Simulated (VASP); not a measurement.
# Rh: single point with PBEsol

The system is Rh.

```
CELL_PARAMETERS angstrom
2.66079 0.00000 0.00000
-1.33040 2.30431 0.00000
0.00000 0.00000 4.28782
ATOMIC_POSITIONS crystal
Rh 0.66667 0.33333 0.75000
Rh 0.33333 0.66667 0.25000
```

This isn't the form of Rh at room conditions, which is fcc.

```json
{
 "Program": "VASP 6.6.1",
 "Task": "single point",
 "Functional": "PBEsol",
 "Potentials or basis": "VASP PAW PBE potentials, release 64 (Rh_pv)",
 "Cutoff": "520 eV",
 "k mesh": "18 × 18 × 10",
 "Occupations": "gaussian, width 0.1 eV",
 "Spin": "no spin polarisation"
}
```

```
Pressure               : 9.6 GPa
Band gap on the k mesh : zero (bands 15 and 16 overlap by 2.64 eV)
```

Levels at points of the mesh, in eV from the Fermi level:
```tsv
k point	band 12	band 13	band 14	band 15	band 16	band 17	band 18	band 19
(0.00, 0.00, 0.00)	-2.71	-2.71	-2.10	-2.10	0.13	0.13	0.62	9.08
(0.50, 0.00, 0.00)	-2.42	-2.38	0.44	0.69	0.78	3.13	5.32	10.61
(0.00, 0.00, 0.50)	-3.41	-3.41	-3.41	-0.48	-0.48	-0.48	-0.48	14.95
(0.50, 0.00, 0.50)	-1.84	-0.39	-0.39	0.65	0.65	2.68	2.68	9.72
```

It took 78 s on 1 thread of Intel(R) Xeon(R) Platinum 8259CL CPU @ 2.50GHz (Skylake/Cascade Lake) (shared host), peak memory 0.21 GiB.

Caveat: the cell stands under pressure; the PAW data sets were made with another functional, which shifts forces and pressure a little.
